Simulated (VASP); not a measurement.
# B4MoRu (P-43m) in VASP: a series of runs

Runs on B4MoRu. Level: PBE. Tasks: single point.

All numbers are computed with VASP 6.6.1; they aren't measurements. Logs are shortened: lines on timing, memory, paths and dates and some standing lists are left out, and cuts for length are marked.

## 1. The cell of the first run

The structure is cubic, space group P-43m (No. 215). The conventional cell has a = 4.618 Å, b = 4.618 Å, c = 4.618 Å, α = 90.00°, β = 90.00°, γ = 90.00°. Within 2.6 Å of B (site symmetry 3m) lie 1 Ru at 1.93 Å and 1 Mo at 2.07 Å. Within 2.7 Å of Mo (site symmetry -43m) lie 4 B at 2.07 Å. Ru (site symmetry -43m) has 4 B at 1.93 Å within 2.6 Å.

## 2. Single point, PBE, collinear spin, ferromagnetic start

The input, INCAR:

```
SYSTEM = B4MoRu
ALGO = Normal
EDIFF = 1E-7
ENCUT = 520
GGA = PE
ISIF = 2
ISMEAR = 0
ISPIN = 2
LASPH = .TRUE.
LCHARG = .FALSE.
LMAXMIX = 4
LORBIT = 11
LREAL = .FALSE.
LWAVE = .FALSE.
MAGMOM = 0 0 0 0 1 1
NBANDS = 33
NELM = 150
PREC = Accurate
SIGMA = 0.1
```

The input, KPOINTS:

```
k-points
0
G
  4 4 4
  0 0 0
```

The input, POSCAR:

```
B4MoRu
1.0
    4.6179358534      0.0000000000      0.0000000000
    0.0000000000      4.6179358534      0.0000000000
    0.0000000000      0.0000000000      4.6179358534
B Mo Ru
4 1 1
Direct
    0.7415821918      0.7415821918      0.7415821918
    0.2584178082      0.2584178082      0.7415821918
    0.2584178082      0.7415821918      0.2584178082
    0.7415821918      0.2584178082      0.2584178082
    0.0000000000      0.0000000000      0.0000000000
    0.5000000000      0.5000000000      0.5000000000
```

Potentials or basis: VASP PAW PBE potentials, release 64 (B, Mo_sv, Ru_pv).

Run with:

```
cat potpaw_PBE.64/B/POTCAR potpaw_PBE.64/Mo_sv/POTCAR potpaw_PBE.64/Ru_pv/POTCAR > POTCAR
mpirun -np 1 vasp_std > vasp.out
```

OUTCAR:

```text
SYSTEM = B4MoRu
   EDIFF = 1E-7
   ENCUT = 520
   GGA = PE
   ISIF = 2
   ISMEAR = 0
   ISPIN = 2
   LASPH = .TRUE.
   LORBIT = 11
   LREAL = .FALSE.
   NELM = 150
   PREC = Accurate

 ion  position               nearest neighbor table
   1  0.742  0.742  0.742-   6 1.93   5 2.07
   2  0.258  0.258  0.742-   6 1.93   5 2.07
   3  0.258  0.742  0.258-   6 1.93   5 2.07
   4  0.742  0.258  0.258-   6 1.93   5 2.07
   5  0.000  0.000  0.000-   1 2.07   2 2.07   3 2.07   4 2.07
   6  0.500  0.500  0.500-   1 1.93   2 1.93   3 1.93   4 1.93

  LATTYP: Found a simple cubic cell.
 ALAT       =     4.6179358534

  Lattice vectors:

 A1 = (   4.6179358534,   0.0000000000,   0.0000000000)
 A2 = (   0.0000000000,   4.6179358534,   0.0000000000)
 A3 = (   0.0000000000,   0.0000000000,   4.6179358534)

Analysis of symmetry for initial positions (statically):
=====================================================================
 Subroutine PRICEL returns:
 Original cell was already a primitive cell.

 Routine SETGRP: Setting up the symmetry group for a
 simple cubic supercell.

 Subroutine GETGRP returns: Found 24 space group operations
 (whereof 24 operations were pure point group operations)
 out of a pool of 48 trial point group operations.

The static configuration has the point symmetry T_d .

Analysis of symmetry for dynamics (positions and initial velocities):
=====================================================================
 Subroutine PRICEL returns:
 Original cell was already a primitive cell.

 Routine SETGRP: Setting up the symmetry group for a
 simple cubic supercell.

 Subroutine GETGRP returns: Found 24 space group operations
 (whereof 24 operations were pure point group operations)
 out of a pool of 48 trial point group operations.

The dynamic configuration has the point symmetry T_d .

Analysis of structural, dynamic, and magnetic symmetry:
=====================================================================
 Subroutine PRICEL returns:
 Original cell was already a primitive cell.

 Routine SETGRP: Setting up the symmetry group for a
 simple cubic supercell.

 Subroutine GETGRP returns: Found 24 space group operations
 (whereof 24 operations were pure point group operations)
 out of a pool of 48 trial point group operations.

The overall configuration has the point symmetry T_d .

 Subroutine INISYM returns: Found 24 space group operations
 (whereof 24 operations are pure point group operations),
 and found     1 'primitive' translations

----------------------------------------------------------------------------------------

                                     Primitive cell

  volume of cell :      98.4790

  direct lattice vectors                    reciprocal lattice vectors
     4.617935853  0.000000000  0.000000000     0.216546966  0.000000000  0.000000000
     0.000000000  4.617935853  0.000000000     0.000000000  0.216546966  0.000000000
     0.000000000  0.000000000  4.617935853     0.000000000  0.000000000  0.216546966

  length of vectors
     4.617935853  4.617935853  4.617935853     0.216546966  0.216546966  0.216546966

  position of ions in fractional coordinates (direct lattice)
     0.741582192  0.741582192  0.741582192
     0.258417808  0.258417808  0.741582192
     0.258417808  0.741582192  0.258417808
     0.741582192  0.258417808  0.258417808
     0.000000000  0.000000000  0.000000000
     0.500000000  0.500000000  0.500000000

  ion indices of the primitive-cell ions
   primitive index   ion index
                 1           1
                 2           2
                 3           3
                 4           4
                 5           5
                 6           6

----------------------------------------------------------------------------------------

 KPOINTS: k-points

Automatic generation of k-mesh.
[... 25 lines left out ...]
  0.500000  0.000000  0.000000      3.000000
  0.250000  0.250000  0.000000     12.000000
  0.500000  0.250000  0.000000     12.000000
  0.500000  0.500000  0.000000      3.000000
  0.250000  0.250000  0.250000      8.000000
  0.500000  0.250000  0.250000     12.000000
  0.500000  0.500000  0.250000      6.000000
  0.500000  0.500000  0.500000      1.000000
   k-points           NKPTS =     10   k-points in BZ     NKDIM =     10   number of bands    NBANDS=     33
   number of dos      NEDOS =    301   number of ions     NIONS =      6
   total plane-waves  NPLWV =  46656
   dimension x,y,z NGX =    36 NGY =   36 NGZ =   36
   dimension x,y,z NGXF=    72 NGYF=   72 NGZF=   72
   ions per type =               4   1   1
   NGX,Y,Z   is equivalent  to a cutoff of  12.96, 12.96, 12.96 a.u.
   NGXF,Y,Z  is equivalent  to a cutoff of  25.92, 25.92, 25.92 a.u.
 SYSTEM =  B4MoRu
   PREC   = accura    normal or accurate (medium, high low for compatibility)
   ISTART =      0    job   : 0-new  1-cont  2-samecut
   ICHARG =      2    charge: 1-file 2-atom 10-const
   ISPIN  =      2    spin polarized calculation?
   LNONCOLLINEAR =      F non collinear calculations
   LSORBIT =      F    spin-orbit coupling
   LASPH  =      T    aspherical Exc in radial PAW
   ENCUT  =  520.0 eV  38.22 Ry    6.18 a.u.   8.59  8.59  8.59*2*pi/ulx,y,z
   NELM   =    150;   NELMIN=  2; NELMDL= -5     # of ELM steps
   EDIFF  = 0.1E-06   stopping-criterion for ELM
   LREAL  =      F    real-space projection
   EDIFFG = 0.1E-05   stopping-criterion for IOM
   NSW    =      0    number of steps for IOM
   IBRION =     -1    ionic relax: 0-MD 1-quasi-New 2-CG
   NFREE  =      0    steps in history (QN), initial steepest desc. (CG)
   ISIF   =      2    stress and relaxation
   ISYM   =      2    0-nonsym 1-usesym 2-fastsym
   POTIM  = 0.5000    time-step for ionic-motion
   TEBEG  =    0.0;   TEEND  =   0.0 temperature during run
   PSTRESS=    0.0 pullay stress
   NELECT =      40.0000    total number of electrons
   NUPDOWN=      -1.0000    fix difference up-down
   EMIN   =  10.00;   EMAX   =-10.00  energy-range for DOS
   EFERMI =   0.00;   METHOD = LEGACY
   ISMEAR =     0;   SIGMA  =   0.10  broadening in eV -4-tet -1-fermi 0-gaus
   EFERMI_NEDOS =   21; number of points for ismear=-14 and -15
   IALGO  =     38    algorithm
   IMIX   =      4    mixing-type and parameters
     AMIX     =   0.40;   BMIX     =  1.00
     AMIX_MAG =   1.60;   BMIX_MAG =  1.00
  volume/ion in A,a.u.               =      16.41       110.76
  Fermi-wavevector in a.u.,A,eV,Ry     =   1.212403  2.291109 19.999483  1.469921
  Thomas-Fermi vector in A             =   2.347888
   LORBIT       =     11    0 simple, 1 ext, 2 COOP (PROOUT), +10 PAW based schemes
   GGA     = PE    functional components
   LHFCALC =     F    Hartree Fock is set to
   AEXX    =    0.0000 exact exchange contribution
   IVDW    =     0    specifies the selected vdW correction
   LEPSILON=     F    determine dielectric tensor
   LRPA    =     F    only Hartree local field effects (RPA)
 spin polarized calculation
 Gauss-broadening in eV      SIGMA  =   0.10
  energy-cutoff  :      520.00
  volume of cell :       98.48
 maximum number of plane-waves:      2680
 NGX is ok and might be reduce to    36
   NGX = 17   NGY = 17   NGZ = 17

 number of electron      40.0000007 magnetization       0.6226125

 Free energy of the ion-electron system (eV)
  ---------------------------------------------------
  ext. energy  EPLUGINS =         0.00000000
  ---------------------------------------------------
  free energy    TOTEN  =       -38.11081192 eV

  energy without entropy =      -38.10093314  energy(sigma->0) =      -38.10587253

 E-fermi :   3.5732     XC(G=0):  -9.9316

 val. band max:        3.5597668313   @ k =   0.5000   0.5000   0.0000
 cond. band min:       3.6987719339   @ k =   0.2500   0.2500   0.0000
 fundamental gap:      0.1390051026
 Fermi energy:         3.5731732717

 spin component 1

 k-point     1 :       0.0000    0.0000    0.0000
  band No.  band energies     occupation
      1     -56.6807      1.00000
      2     -38.8457      1.00000
      3     -38.8457      1.00000
      4     -38.8457      1.00000
      5     -30.8808      1.00000
      6     -30.8808      1.00000
[... 339 lines left out ...]
     31      11.7423      0.00000
     32      11.7423      0.00000
 Fermi energy:         3.5731732717

 spin component 2

 k-point     1 :       0.0000    0.0000    0.0000
  band No.  band energies     occupation
      1     -56.3794      1.00000
      2     -38.8446      1.00000
      3     -38.8446      1.00000
      4     -38.8446      1.00000
      5     -30.5460      1.00000
      6     -30.5459      1.00000
[... 339 lines left out ...]
     31      11.8094      0.00000
     32      11.8094      0.00000
 [bands above 32 left out]

------------------------ aborting loop because EDIFF is reached ----------------------------------------

  FORCE on cell =-STRESS in cart. coord.  units (eV):
  Direction    XX          YY          ZZ          XY          YZ          ZX
  --------------------------------------------------------------------------------------
  -------------------------------------------------------------------------------------
  Total        0.1828570      0.1828570      0.1828570      0.0000000      0.0000000      0.0000000
  in kB        2.9749422      2.9749422      2.9749422      0.0000000      0.0000000      0.0000000
  external PRESSURE =       2.9749422 kB  Pullay stress =       0.0000000 kB

 VOLUME and BASIS-vectors are now :
 -----------------------------------------------------------------------------
  energy-cutoff  :      520.00
  volume of cell :       98.48
      direct lattice vectors                 reciprocal lattice vectors
     4.617935853  0.000000000  0.000000000     0.216546966  0.000000000  0.000000000
     0.000000000  4.617935853  0.000000000     0.000000000  0.216546966  0.000000000
     0.000000000  0.000000000  4.617935853     0.000000000  0.000000000  0.216546966

 POSITION                                       TOTAL-FORCE (eV/Angst)
 -----------------------------------------------------------------------------------
      3.42458      3.42458      3.42458        -0.013349     -0.013349     -0.013349
      1.19336      1.19336      3.42458         0.013349      0.013349     -0.013349
      1.19336      3.42458      1.19336         0.013349     -0.013349      0.013349
      3.42458      1.19336      1.19336        -0.013349      0.013349      0.013349
      0.00000      0.00000      0.00000         0.000000     -0.000000      0.000000
      2.30897      2.30897      2.30897         0.000000     -0.000000      0.000000
 -----------------------------------------------------------------------------------
    total drift:                               -0.000000     -0.000000      0.000000

  FREE ENERGIE OF THE ION-ELECTRON SYSTEM (eV)
  ---------------------------------------------------
  free  energy   TOTEN  =       -38.1108119173 eV

  energy  without entropy=      -38.1009331414  energy(sigma->0) =      -38.10587253

 total charge

# of ion       s       p       d       tot
------------------------------------------
    1        0.829   0.889   0.000   1.718
    2        0.829   0.889   0.000   1.718
    3        0.829   0.889   0.000   1.718
    4        0.829   0.889   0.000   1.718
    5        2.440   6.127   4.179  12.746
    6        0.550   6.255   6.387  13.192
--------------------------------------------------
tot          6.308  15.937  10.566  32.811

 magnetization (x)

# of ion       s       p       d       tot
------------------------------------------
    1       -0.001   0.005   0.000   0.004
    2       -0.001   0.005   0.000   0.004
    3       -0.001   0.005   0.000   0.004
    4       -0.001   0.005   0.000   0.004
    5        0.007   0.005   0.472   0.484
    6       -0.002   0.001   0.001   0.000
--------------------------------------------------
tot          0.002   0.027   0.473   0.502
```

Wall time 35 s (1 thread of Intel Xeon 6975P-C (Granite Rapids), shared host); peak memory 0.26 GiB.

What came out:

```
Free energy                                           : -38.1108 eV
Pressure                                              : 0.3 GPa
Largest force                                         : 0.023 eV/Å
Net moment                                            : 0.62 μB per cell
Site moments                                          : B +0.00; Mo +0.48; Ru +0.00 μB
Valence electrons inside the program's atomic spheres : B 1.72; Mo 12.75; Ru 13.19
```

Forces on the atoms (eV/Å):
```
B   -0.013 -0.013 -0.013
B    0.013  0.013 -0.013
B    0.013 -0.013  0.013
B   -0.013  0.013  0.013
Mo   0.000  0.000  0.000
Ru   0.000  0.000  0.000
```

Levels at points of the mesh, in eV from the Fermi level:
Spin up:
| k point | band 16 | band 17 | band 18 | band 19 | band 20 | band 21 | band 22 | band 23 | band 24 | band 25 |
| --- | --- | --- | --- | --- | --- | --- | --- | --- | --- | --- |
| (0.00, 0.00, 0.00) | -2.70 | -1.72 | -0.65 | -0.65 | 0.48 | 0.48 | 0.48 | 2.27 | 2.27 | 2.27 |
| (0.50, 0.00, 0.00) | -2.57 | -2.23 | -2.09 | -1.06 | 1.20 | 1.20 | 1.44 | 1.67 | 1.67 | 1.74 |
| (0.50, 0.50, 0.00) | -2.10 | -2.10 | -2.05 | -1.80 | -1.36 | -0.47 | 1.59 | 1.59 | 1.70 | 2.29 |
| (0.50, 0.50, 0.50) | -2.10 | -2.10 | -1.30 | -1.30 | -1.30 | -0.13 | -0.13 | 1.78 | 1.78 | 1.78 |
Spin down:
```
           k point  band 17  band 18  band 19  band 20  band 21  band 22  band 23  band 24
(0.00, 0.00, 0.00)    -1.64    -0.38    -0.38     0.58     0.58     0.58     2.30     2.30
(0.50, 0.00, 0.00)    -2.00    -1.94    -0.76     1.23     1.23     1.52     1.77     1.77
(0.50, 0.50, 0.00)    -1.98    -1.98    -1.71    -1.05    -0.01     1.63     1.63     1.85
(0.50, 0.50, 0.50)    -2.08    -1.25    -1.25    -1.25     0.34     0.34     1.90     1.90
```

## 3. Single point, PBE, collinear spin, ferromagnetic start

The input, INCAR:

```
SYSTEM = B4MoRu
ALGO     = Normal         ! electronic algorithm
EDIFF    = 1E-6           ! SCF threshold, eV
ENCUT    = 520            ! plane-wave cutoff, eV
GGA      = PE             ! functional
ISIF     = 2              ! what is computed and relaxed
ISMEAR   = 0              ! smearing method
ISPIN    = 2              ! spin polarisation
LASPH    = .TRUE.         ! aspherical terms in the spheres
LCHARG   = .FALSE.        ! write CHGCAR
LMAXMIX  = 4              ! l up to which the mixer works
LORBIT   = 11             ! projections on sites
LREAL    = .FALSE.        ! projectors in reciprocal space
LWAVE    = .FALSE.        ! write WAVECAR
MAGMOM   = 0 0 0 0 0.32 0 ! initial moments
NBANDS   = 33             ! bands
NELM     = 150            ! most SCF steps
PREC     = Accurate       ! precision mode
SIGMA    = 0.1            ! smearing width, eV
```

The input, KPOINTS:

```
k-points
0
G
  8 8 8
  0 0 0
```

The input, POSCAR:

```
B4MoRu
1.0
    4.6194132423      0.0000000000      0.0000000000
    0.0000000000      4.6194132423      0.0000000000
    0.0000000000      0.0000000000      4.6194132423
B Mo Ru
4 1 1
Direct
    0.7416122428      0.7416122428      0.7416122428
    0.2583877572      0.2583877572      0.7416122428
    0.2583877572      0.7416122428      0.2583877572
    0.7416122428      0.2583877572      0.2583877572
    0.0000000000      0.0000000000      0.0000000000
    0.5000000000      0.5000000000      0.5000000000
```

Potentials or basis: VASP PAW PBE potentials, release 64 (B, Mo_sv, Ru_pv).

Run with:

```
cat potpaw_PBE.64/B/POTCAR potpaw_PBE.64/Mo_sv/POTCAR potpaw_PBE.64/Ru_pv/POTCAR > POTCAR
mpirun -np 1 vasp_std > vasp.out
```

It took 2.4 min on 1 thread of Intel Xeon 6975P-C (Granite Rapids), shared host; peak memory 0.36 GiB.

The run converged. Its results:

```yaml
Free_energy: -38.1149 eV
Pressure: 0.1 GPa
Largest_force: 0.020 eV/Å
Net_moment: 0.49 μB per cell
Site_moments: B +0.00; Mo +0.38; Ru +0.01 μB
Valence_electrons_inside_the_program's_atomic_spheres: B 1.72; Mo 12.75; Ru 13.19
```

Forces on the atoms (eV/Å):
```
B    0.012  0.012  0.012
B   -0.012 -0.012  0.012
B   -0.012  0.012 -0.012
B    0.012 -0.012 -0.012
Mo   0.000  0.000  0.000
Ru   0.000  0.000  0.000
```

Levels at points of the mesh, in eV from the Fermi level:
Spin up:
```tsv
k point	band 17	band 18	band 19	band 20	band 21	band 22	band 23	band 24
(0.00, 0.00, 0.00)	-1.75	-0.66	-0.66	0.45	0.45	0.45	2.23	2.23
(0.50, 0.00, 0.00)	-2.22	-2.11	-1.06	1.16	1.16	1.41	1.64	1.64
(0.50, 0.50, 0.00)	-2.11	-2.10	-1.82	-1.35	-0.44	1.55	1.55	1.67
(0.50, 0.50, 0.50)	-2.15	-1.33	-1.33	-1.33	-0.11	-0.11	1.76	1.76
```
Spin down:
```tsv
k point	band 17	band 18	band 19	band 20	band 21	band 22	band 23	band 24
(0.00, 0.00, 0.00)	-1.69	-0.44	-0.44	0.53	0.53	0.53	2.25	2.25
(0.50, 0.00, 0.00)	-2.04	-2.00	-0.82	1.19	1.19	1.47	1.72	1.72
(0.50, 0.50, 0.00)	-2.02	-2.02	-1.74	-1.11	-0.08	1.58	1.58	1.79
(0.50, 0.50, 0.50)	-2.12	-1.29	-1.29	-1.29	0.27	0.27	1.85	1.85
```
